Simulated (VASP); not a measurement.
A run of VASP 6.6.1 is set up as follows.

Contents of INCAR:

```
ALGO     = Normal         # electronic algorithm
EDIFF    = 1E-6           # SCF threshold, eV
ENCUT    = 520            # plane-wave cutoff, eV
GGA      = PE             # functional
ISIF     = 2              # what is computed and relaxed
ISMEAR   = 0              # smearing method
LASPH    = T              # aspherical terms in the spheres
LCHARG   = F              # write CHGCAR
LREAL    = F              # projectors in reciprocal space
LWAVE    = F              # write WAVECAR
NBANDS   = 14             # bands
NELM     = 60             # most SCF steps
PREC     = Accurate       # precision mode
SIGMA    = 0.1            # smearing width, eV
```

KPOINTS

```
k-points
0
Gamma
  18 18 18
```

POSCAR

```
AlAs2
1.0
   -1.7262312551      1.7262312551      5.3930052942
    1.7262312551     -1.7262312551      5.3930052942
    1.7262312551      1.7262312551     -5.3930052942
Al As
1 2
Direct
    0.0000000000      0.0000000000      0.0000000000
    0.3850203421      0.3850203421      0.0000000000
    0.6149796579      0.6149796579      0.0000000000
```

Potentials or basis: VASP PAW PBE potentials, release 64 (Al, As).

Launch:

```console
$ cat potpaw_PBE.64/Al/POTCAR potpaw_PBE.64/As/POTCAR > POTCAR
$ mpirun -np 1 vasp_std > vasp.out
```

(1) Predict the largest force.

(2) Estimate the pressure.

Answers

(1) 0.058 eV/Å.

(2) 0.2 GPa.
